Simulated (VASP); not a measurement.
# Co (P6_3/mmc) in VASP: further runs

Co is run at these levels: LDA; tasks: single point.

All numbers are computed with VASP 6.6.1; they aren't measurements. Logs are shortened: lines on timing, memory, paths and dates and some standing lists are left out, and cuts for length are marked.

## (1) The cell of the first run

Symmetry: P6_3/mmc, No. 194, hexagonal system. Conventional cell: a = 2.359 Å, b = 2.359 Å, c = 3.806 Å, α = 90.00°, β = 90.00°, γ = 120.00°. Co (site symmetry -6m2) has 12 Co at 2.34 to 2.36 Å within 3.1 Å.

## (2) Single point, LDA, collinear spin, ferromagnetic start (9.17 Å³/atom)

Input file INCAR:

```
PREC = Accurate
ENCUT = 520
EDIFF = 1E-6
ISMEAR = 0
SIGMA = 0.15
LREAL = False
LASPH = True
NELM = 150
ALGO = Fast
ISIF = 2
LWAVE = False
LCHARG = False
ISPIN = 2
MAGMOM = 1.925 1.925
LORBIT = 11
NUPDOWN = 3.85
LMAXMIX = 4
NBANDS = 20
```

Input file KPOINTS:

```
Automatic mesh
0
Gamma
  24 24 12
```

Input file POSCAR:

```
Co
1.0
    2.3593161362      0.0000000000      0.0000000000
   -1.1796580681      2.0432277095      0.0000000000
    0.0000000000      0.0000000000      3.8057344492
Co
2
Direct
    0.6666666667      0.3333333333      0.2500000000
    0.3333333333      0.6666666667      0.7500000000
```

Potentials or basis: VASP PAW LDA potentials, release 64 (Co).

Launch:

```sh
cat potpaw_LDA.64/Co/POTCAR > POTCAR
mpirun -np 1 vasp_std > vasp.out
```

OUTCAR:

```text
PREC = Accurate
   ENCUT = 520
   EDIFF = 1E-6
   ISMEAR = 0
   LREAL = False
   LASPH = True
   NELM = 150
   ISIF = 2
   ISPIN = 2
   LORBIT = 11
   NUPDOWN = 3.85

 ion  position               nearest neighbor table
   1  0.667  0.333  0.250-   2 2.34   2 2.34   2 2.34   2 2.34   2 2.34   2 2.34
   2  0.333  0.667  0.750-   1 2.34   1 2.34   1 2.34   1 2.34   1 2.34   1 2.34

  LATTYP: Found a hexagonal cell.
 ALAT       =     2.3593161362
 C/A-ratio  =     1.6130667657

  Lattice vectors:

 A1 = (   2.3593161362,   0.0000000000,   0.0000000000)
 A2 = (  -1.1796580681,   2.0432277095,   0.0000000000)
 A3 = (   0.0000000000,   0.0000000000,   3.8057344492)

Analysis of symmetry for initial positions (statically):
=====================================================================
 Subroutine PRICEL returns:
 Original cell was already a primitive cell.

 Routine SETGRP: Setting up the symmetry group for a
 hexagonal supercell.

 Subroutine GETGRP returns: Found 24 space group operations
 (whereof 12 operations were pure point group operations)
 out of a pool of 24 trial point group operations.

The static configuration has the point symmetry D_3d.
 The point group associated with its full space group is D_6h.

Analysis of symmetry for dynamics (positions and initial velocities):
=====================================================================
 Subroutine PRICEL returns:
 Original cell was already a primitive cell.

 Routine SETGRP: Setting up the symmetry group for a
 hexagonal supercell.

 Subroutine GETGRP returns: Found 24 space group operations
 (whereof 12 operations were pure point group operations)
 out of a pool of 24 trial point group operations.

The dynamic configuration has the point symmetry D_3d.
 The point group associated with its full space group is D_6h.

Analysis of structural, dynamic, and magnetic symmetry:
=====================================================================
 Subroutine PRICEL returns:
 Original cell was already a primitive cell.

 Routine SETGRP: Setting up the symmetry group for a
 hexagonal supercell.

 Subroutine GETGRP returns: Found 24 space group operations
 (whereof 12 operations were pure point group operations)
 out of a pool of 24 trial point group operations.

The overall configuration has the point symmetry D_3d.
 The point group associated with its full space group is D_6h.

 Subroutine INISYM returns: Found 24 space group operations
 (whereof 12 operations are pure point group operations),
 and found     1 'primitive' translations

----------------------------------------------------------------------------------------

                                     Primitive cell

  volume of cell :      18.3460

  direct lattice vectors                    reciprocal lattice vectors
     2.359316136  0.000000000  0.000000000     0.423851634  0.244710855  0.000000000
    -1.179658068  2.043227709  0.000000000     0.000000000  0.489421710  0.000000000
     0.000000000  0.000000000  3.805734449     0.000000000  0.000000000  0.262761371

  length of vectors
     2.359316136  2.359316136  3.805734449     0.489421710  0.489421710  0.262761371

  position of ions in fractional coordinates (direct lattice)
     0.666666667  0.333333333  0.250000000
     0.333333333  0.666666667  0.750000000

  ion indices of the primitive-cell ions
   primitive index   ion index
                 1           1
                 2           2

----------------------------------------------------------------------------------------

 KPOINTS: Automatic mesh

Automatic generation of k-mesh.
 Grid dimensions read from file:
 generate k-points for:   24   24   12

 Generating k-lattice:

  Cartesian coordinates                     Fractional coordinates (reciprocal lattice)
     0.017660485  0.010196286  0.000000000     0.041666667  0.000000000  0.000000000
     0.000000000  0.020392571  0.000000000     0.000000000  0.041666667  0.000000000
     0.000000000  0.000000000  0.021896781     0.000000000  0.000000000  0.083333333

  Length of vectors
     0.020392571  0.020392571  0.021896781

  Shift w.r.t. Gamma in fractional coordinates (k-lattice)
     0.000000000  0.000000000  0.000000000

 Subroutine IBZKPT returns following result:
 ===========================================

 Found    427 irreducible k-points:

 Following reciprocal coordinates:
            Coordinates               Weight
  0.000000  0.000000  0.000000      1.000000
  0.041667  0.000000  0.000000      6.000000
  0.083333  0.000000  0.000000      6.000000
  0.125000  0.000000  0.000000      6.000000
  0.166667  0.000000  0.000000      6.000000
  0.208333  0.000000  0.000000      6.000000
[... 16 lines left out ...]
  0.416667  0.041667  0.000000     12.000000
  0.458333  0.041667  0.000000     12.000000
 [... further k-points ...]
   k-points           NKPTS =    427   k-points in BZ     NKDIM =    427   number of bands    NBANDS=     20
   number of dos      NEDOS =    301   number of ions     NIONS =      2
   total plane-waves  NPLWV =   9072
   dimension x,y,z NGX =    18 NGY =   18 NGZ =   28
   dimension x,y,z NGXF=    36 NGYF=   36 NGZF=   56
   ions per type =               2
   NGX,Y,Z   is equivalent  to a cutoff of  12.68, 12.68, 12.23 a.u.
   NGXF,Y,Z  is equivalent  to a cutoff of  25.37, 25.37, 24.46 a.u.
 SYSTEM =  unknown system
   PREC   = accura    normal or accurate (medium, high low for compatibility)
   ISTART =      0    job   : 0-new  1-cont  2-samecut
   ICHARG =      2    charge: 1-file 2-atom 10-const
   ISPIN  =      2    spin polarized calculation?
   LNONCOLLINEAR =      F non collinear calculations
   LSORBIT =      F    spin-orbit coupling
   LASPH  =      T    aspherical Exc in radial PAW
   ENCUT  =  520.0 eV  38.22 Ry    6.18 a.u.   4.39  4.39  7.08*2*pi/ulx,y,z
   NELM   =    150;   NELMIN=  2; NELMDL= -5     # of ELM steps
   EDIFF  = 0.1E-05   stopping-criterion for ELM
   LREAL  =      F    real-space projection
   EDIFFG = 0.1E-04   stopping-criterion for IOM
   NSW    =      0    number of steps for IOM
   IBRION =     -1    ionic relax: 0-MD 1-quasi-New 2-CG
   NFREE  =      0    steps in history (QN), initial steepest desc. (CG)
   ISIF   =      2    stress and relaxation
   ISYM   =      2    0-nonsym 1-usesym 2-fastsym
   POTIM  = 0.5000    time-step for ionic-motion
   TEBEG  =    0.0;   TEEND  =   0.0 temperature during run
   PSTRESS=    0.0 pullay stress
   NELECT =      18.0000    total number of electrons
   NUPDOWN=       3.8500    fix difference up-down
   EMIN   =  10.00;   EMAX   =-10.00  energy-range for DOS
   EFERMI =   0.00;   METHOD = LEGACY
   ISMEAR =     0;   SIGMA  =   0.15  broadening in eV -4-tet -1-fermi 0-gaus
   EFERMI_NEDOS =   21; number of points for ismear=-14 and -15
   IALGO  =     68    algorithm
   IMIX   =      4    mixing-type and parameters
     AMIX     =   0.40;   BMIX     =  1.00
     AMIX_MAG =   1.60;   BMIX_MAG =  1.00
  volume/ion in A,a.u.               =       9.17        61.90
  Fermi-wavevector in a.u.,A,eV,Ry     =   1.626741  3.074096 36.004931  2.646288
  Thomas-Fermi vector in A             =   2.719651
   LORBIT       =     11    0 simple, 1 ext, 2 COOP (PROOUT), +10 PAW based schemes
   GGA     = CA    functional components
   LHFCALC =     F    Hartree Fock is set to
   AEXX    =    0.0000 exact exchange contribution
   IVDW    =     0    specifies the selected vdW correction
   LEPSILON=     F    determine dielectric tensor
   LRPA    =     F    only Hartree local field effects (RPA)
 spin polarized calculation
 RMM-DIIS sequential band-by-band and
 Gauss-broadening in eV      SIGMA  =   0.15
  energy-cutoff  :      520.00
  volume of cell :       18.35
 maximum number of plane-waves:       525
 NGX is ok and might be reduce to    18
   NGX =  9   NGY =  9   NGZ = 15

 number of electron      18.0000011 magnetization       3.8500003

 Free energy of the ion-electron system (eV)
  ---------------------------------------------------
  ext. energy  EPLUGINS =         0.00000000
  ---------------------------------------------------
  free energy    TOTEN  =       -15.69796075 eV

  energy without entropy =      -15.67946654  energy(sigma->0) =      -15.68871364

 E-fermi :  12.2426     XC(G=0): -14.7546

 val. band max:       14.0713375430   @ k =   0.3333   0.0417   0.4167
 cond. band min:      12.2436343592   @ k =   0.3333   0.1250   0.4167
 fundamental gap:     -1.8277031839
 Fermi energy:        14.0718246709

 spin component 1

 k-point     1 :       0.0000    0.0000    0.0000
  band No.  band energies     occupation
      1       2.5227      1.00000
      2       6.4194      1.00000
      3       9.5604      1.00000
      4       9.5604      1.00000
      5       9.5604      1.00000
      6       9.9793      1.00000
[... 12 lines left out ...]
     19      41.2951      0.00000
     20      41.2951      0.00000

 k-point     2 :       0.0417    0.0000    0.0000
  band No.  band energies     occupation
      1       2.5923      1.00000
      2       6.4640      1.00000
      3       9.4189      1.00000
      4       9.5973      1.00000
      5       9.6903      1.00000
      6       9.9601      1.00000
[... 12 lines left out ...]
     19      42.3635      0.00000
     20      42.6652      0.00000
[... 465 lines left out ...]
      3       7.2175      1.00000
      4       9.3599      1.00000
      5       9.3839      1.00000
      6       9.6969      1.00000
[... 12 lines left out ...]
     19      38.2522      0.00000
     20      40.1373      0.00000

 k-point    24 :       0.4583    0.0417    0.0000
  band No.  band energies     occupation
      1       6.7955      1.00000
      2       6.9832      1.00000
      3       7.1496      1.00000
      4       9.3352      1.00000
      5       9.5407      1.00000
      6       9.6632      1.00000
[... 12 lines left out ...]
     19      38.1824      0.00000
     20      39.9231      0.00000

 [... further k-points ...]

 spin component 2

 k-point     1 :       0.0000    0.0000    0.0000
  band No.  band energies     occupation
      1       2.9231      1.00000
      2       7.5577      1.00000
      3      11.2648      1.00000
      4      11.2702      1.00000
      5      11.2702      1.00000
      6      11.7435      1.00000
[... 12 lines left out ...]
     19      41.9877      0.00000
     20      41.9877      0.00000

 k-point     2 :       0.0417    0.0000    0.0000
  band No.  band energies     occupation
      1       2.9931      1.00000
      2       7.6065      1.00000
      3      11.1084      1.00000
      4      11.3100      1.00000
      5      11.4109      1.00000
      6      11.7201      1.00000
[... 12 lines left out ...]
     19      43.0506      0.00000
     20      43.3150      0.00000
[... 465 lines left out ...]
      3       8.5606      1.00000
      4      10.3887      1.00000
      5      11.0691      1.00000
      6      11.3003      1.00000
[... 12 lines left out ...]
     19      39.0437      0.00000
     20      40.7478      0.00000

 k-point    24 :       0.4583    0.0417    0.0000
  band No.  band energies     occupation
      1       8.0294      1.00000
      2       8.1763      1.00000
      3       8.4951      1.00000
      4      10.5029      1.00000
      5      11.0451      1.00000
      6      11.2583      1.00000
[... 12 lines left out ...]
     19      38.9796      0.00000
     20      40.5261      0.00000

 [... further k-points ...]

------------------------ aborting loop because EDIFF is reached ----------------------------------------

  FORCE on cell =-STRESS in cart. coord.  units (eV):
  Direction    XX          YY          ZZ          XY          YZ          ZX
  --------------------------------------------------------------------------------------
  -------------------------------------------------------------------------------------
  Total        4.5601605      4.5601605      5.1682229     -0.0000000      0.0000000     -0.0000000
  in kB      398.2440701    398.2440701    451.3468636     -0.0000000      0.0000000     -0.0000000
  external PRESSURE =     415.9450012 kB  Pullay stress =       0.0000000 kB

 VOLUME and BASIS-vectors are now :
 -----------------------------------------------------------------------------
  energy-cutoff  :      520.00
  volume of cell :       18.35
      direct lattice vectors                 reciprocal lattice vectors
     2.359316136  0.000000000  0.000000000     0.423851634  0.244710855  0.000000000
    -1.179658068  2.043227709  0.000000000     0.000000000  0.489421710  0.000000000
     0.000000000  0.000000000  3.805734449     0.000000000  0.000000000  0.262761371

 POSITION                                       TOTAL-FORCE (eV/Angst)
 -----------------------------------------------------------------------------------
      1.17966      0.68108      0.95143         0.000000     -0.000000      0.000000
     -0.00000      1.36215      2.85430         0.000000      0.000000      0.000000
 -----------------------------------------------------------------------------------
    total drift:                                0.000000     -0.000000     -0.000000

  FREE ENERGIE OF THE ION-ELECTRON SYSTEM (eV)
  ---------------------------------------------------
  free  energy   TOTEN  =       -15.6979607462 eV

  energy  without entropy=      -15.6794665362  energy(sigma->0) =      -15.68871364

 total charge

# of ion       s       p       d       tot
------------------------------------------
    1        0.583   0.712   7.365   8.660
    2        0.583   0.712   7.365   8.660
--------------------------------------------------
tot          1.167   1.423  14.730  17.321

 magnetization (x)

# of ion       s       p       d       tot
------------------------------------------
    1        0.005   0.018   1.868   1.891
    2        0.005   0.018   1.868   1.891
--------------------------------------------------
tot          0.011   0.035   3.736   3.782
```

Run time: 2.2 min. Hardware: 1 thread of Intel Xeon 6975P-C (Granite Rapids), shared host; peak memory 0.29 GiB.

Results:

```
Free energy                                           : -15.6980 eV
Pressure                                              : 41.6 GPa
Net moment                                            : 3.85 μB per cell
Site moments                                          : Co +1.89 μB
Valence electrons inside the program's atomic spheres : Co 8.66
```

Caveat: the cell stands under pressure; the total moment is fixed, so each spin has its own Fermi level.

## (3) Single point, LDA, collinear spin, ferromagnetic start (9.17 Å³/atom)

Input file INCAR:

```
PREC = Accurate
ENCUT = 520
EDIFF = 1E-6
ISMEAR = 0
SIGMA = 0.15
LREAL = False
LASPH = True
NELM = 150
ALGO = Normal
ISIF = 2
LWAVE = False
LCHARG = False
ISPIN = 2
MAGMOM = 0.275 0.275
LORBIT = 11
NUPDOWN = 0.55
LMAXMIX = 4
GGA = CA
NBANDS = 20
```

KPOINTS is that of step 2.

POSCAR is that of step 2.

Potentials or basis: VASP PAW LDA potentials, release 64 (Co).

Launch:

```sh
cat potpaw_LDA.64/Co/POTCAR > POTCAR
mpirun -np 1 vasp_std > vasp.out
```

OUTCAR:

```text
PREC = Accurate
   ENCUT = 520
   EDIFF = 1E-6
   ISMEAR = 0
   LREAL = False
   LASPH = True
   NELM = 150
   ISIF = 2
   ISPIN = 2
   LORBIT = 11
   NUPDOWN = 0.55
   GGA = CA

 ion  position               nearest neighbor table
   1  0.667  0.333  0.250-   2 2.34   2 2.34   2 2.34   2 2.34   2 2.34   2 2.34
   2  0.333  0.667  0.750-   1 2.34   1 2.34   1 2.34   1 2.34   1 2.34   1 2.34

  LATTYP: Found a hexagonal cell.
 ALAT       =     2.3593161362
 C/A-ratio  =     1.6130667657

  Lattice vectors:

[... 1323 lines left out ...]
  external PRESSURE =     157.9153216 kB  Pullay stress =       0.0000000 kB

 VOLUME and BASIS-vectors are now :
 -----------------------------------------------------------------------------
  energy-cutoff  :      520.00
  volume of cell :       18.35
      direct lattice vectors                 reciprocal lattice vectors
     2.359316136  0.000000000  0.000000000     0.423851634  0.244710855  0.000000000
    -1.179658068  2.043227709  0.000000000     0.000000000  0.489421710  0.000000000
     0.000000000  0.000000000  3.805734449     0.000000000  0.000000000  0.262761371

 POSITION                                       TOTAL-FORCE (eV/Angst)
 -----------------------------------------------------------------------------------
      1.17966      0.68108      0.95143        -0.000000      0.000000      0.000000
     -0.00000      1.36215      2.85430         0.000000      0.000000      0.000000
 -----------------------------------------------------------------------------------
    total drift:                                0.000000     -0.000000     -0.000000

  FREE ENERGIE OF THE ION-ELECTRON SYSTEM (eV)
  ---------------------------------------------------
  free  energy   TOTEN  =       -16.0751684649 eV

  energy  without entropy=      -16.0215525257  energy(sigma->0) =      -16.04836050

 total charge

# of ion       s       p       d       tot
------------------------------------------
    1        0.562   0.679   7.416   8.658
    2        0.562   0.679   7.416   8.658
--------------------------------------------------
tot          1.124   1.358  14.833  17.315

 magnetization (x)

# of ion       s       p       d       tot
------------------------------------------
    1       -0.003  -0.009   0.283   0.272
    2       -0.003  -0.009   0.283   0.272
--------------------------------------------------
tot         -0.006  -0.018   0.567   0.543
```

stdout:

```text
POSCAR found type information on POSCAR Co
 POSCAR found :  1 types and       2 ions
 scaLAPACK will be used
 LDA part: xc-table for (Slater(with rela. corr.)+CA(PZ))
 , standard interpolation
 POSCAR, INCAR and KPOINTS ok, starting setup
 FFT: planning ... GRIDC
 FFT: planning ... GRID_SOFT
 FFT: planning ... GRID
 WAVECAR not read
 entering main loop
```

It took 2 min on 1 thread of Intel Xeon 6975P-C (Granite Rapids), shared host; peak memory 0.3 GiB.

Results:

| Quantity | Value |
| --- | --- |
| Free energy | -16.0752 eV |
| Pressure | 15.8 GPa |
| Net moment | 0.55 μB per cell |
| Site moments | Co +0.27 μB |
| Valence electrons inside the program's atomic spheres | Co 8.66 |

Stress tensor (GPa, compression positive):
```
15.84  0.00  0.00
 0.00 15.84  0.00
 0.00  0.00 15.70
```

Caveat: the cell stands under pressure; the total moment is fixed, so each spin has its own Fermi level.
